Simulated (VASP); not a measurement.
# Co: relaxation of cell and atoms with PBE

The system is Co.

```
Co
1.0
     0.00000    2.24215    2.24215
     2.24215    0.00000    2.24215
     2.24215    2.24215    0.00000
Co
2
Direct
  0.87500 0.87500 0.87500
  0.12500 0.12500 0.12500
```

```json
{
 "Program": "VASP 6.6.1",
 "Task": "relaxation of cell and atoms",
 "Functional": "PBE",
 "Potentials or basis": "VASP PAW PBE potentials, release 64 (Co)",
 "Cutoff": "600 eV",
 "k mesh": "15 × 15 × 15",
 "Occupations": "fermi-dirac, width 0.05 eV",
 "Spin": "collinear spin, ferromagnetic start",
 "Starting moments": "[1.7, 1.7] μB",
 "Target pressure": "70 GPa",
 "Dipole correction": "no",
 "Further INCAR settings": "ALGO = Normal; EDIFF = 1e-06; IBRION = 2; EDIFFG = -0.005; NSW = 32; ISIF = 3"
}
```

| Property | Result |
| --- | --- |
| Relaxed volume | 11.08 Å³/atom |
| Relaxed cell | a = 3.153 Å, b = 3.153 Å, c = 3.153 Å, α = 60.00°, β = 60.00°, γ = 60.00° |
| Space group after relaxing (to 0.05 Å) | Fd-3m (No. 227) |
| Energy change on relaxing (the enthalpy is what falls) | +80.8 meV/atom |
| Ionic steps | 4 |
| Pressure after relaxing | 70.0 GPa |
| Band gap on the k mesh | zero (filled and empty bands overlap) |
| Net moment | 0.00 μB per cell |
| Valence electrons inside the program's atomic spheres | Co 8.91 |

Step by step:
| step | energy change (eV) | largest force (eV/Å) | pressure (GPa) | volume (Å³) |
| --- | --- | --- | --- | --- |
| 1 | 0.0000 | 0.0000 | 63.37 | 22.54 |
| 2 | 0.7143 | 0.0000 | 91.93 | 21.06 |
| 3 | 0.1584 | 0.0000 | 69.86 | 22.16 |
| 4 | 0.1617 | 0.0000 | 70.01 | 22.15 |

Final structure:
```xyz
2
Lattice="0.0000 2.2292 2.2292 2.2292 0.0000 2.2292 2.2292 2.2292 0.0000" Properties=species:S:1:pos:R:3 pbc="T T T"
Co    3.9011    3.9011    3.9011
Co    0.5573    0.5573    0.5573
```

Levels at points of the mesh, in eV from the Fermi level:
Spin up:
| k point | band 7 | band 8 | band 9 | band 10 | band 11 | band 12 |
| --- | --- | --- | --- | --- | --- | --- |
| (0.00, 0.00, 0.00) | -1.57 | -1.57 | -1.57 | 0.49 | 0.49 | 16.21 |
Spin down:
| k point | band 6 | band 7 | band 8 | band 9 | band 10 | band 11 | band 12 | band 13 |
| --- | --- | --- | --- | --- | --- | --- | --- | --- |
| (0.00, 0.00, 0.00) | -4.08 | -1.57 | -1.57 | -1.57 | 0.49 | 0.49 | 16.21 | 16.21 |

Run time: 2.6 min on 1 thread of Intel(R) Xeon(R) 6975P-C (Granite Rapids), on a shared host, peak memory 0.24 GiB.

Caveat: the starting moments collapsed, and a magnetic state may lie lower; the cell is relaxed towards a set pressure, so the enthalpy falls and the energy may rise.
